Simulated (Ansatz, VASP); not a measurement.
## PbSe in VASP and in Ansatz

```
Pb Se
1.0
     0.00000    3.06215    3.00091
     3.06215    0.00000    3.00091
     3.06215    3.06215    0.00000
Pb Se
1 1
Direct
  0.00000 0.00000 0.00000
  0.50000 0.50000 0.50000
```

Change from the starting cell: zz strain of -2 %.

Alike in both runs: task single point; functional PBE; k mesh 9 × 9 × 9; occupations fermi-dirac, width 0.01 eV; no spin polarisation.

|  | VASP | Ansatz |
| --- | --- | --- |
| version | VASP 6.6.1 | Ansatz 0.2.0 |
| potentials or method | VASP PAW PBE potentials, release 64 (Pb_d, Se), cutoff 520 eV | all-electron LAPW, scalar-relativistic |

Ansatz gave:

| Property | Result |
| --- | --- |
| gap on the k mesh at the Fermi level (eV) | 0.66 |
| pressure (GPa) | 3.6 |
| traceless stress, the component that is largest in VASP (GPa) | 1.95 |

Problem. What did VASP give for the same quantities?

Solution. gap on the k mesh at the Fermi level (eV): 0.66; pressure (GPa): 3.6; traceless stress, the component that is largest in VASP (GPa): 1.96.

Ansatz ran all-electron here, and VASP with PAW potentials.

Neither program's run includes spin-orbit coupling.
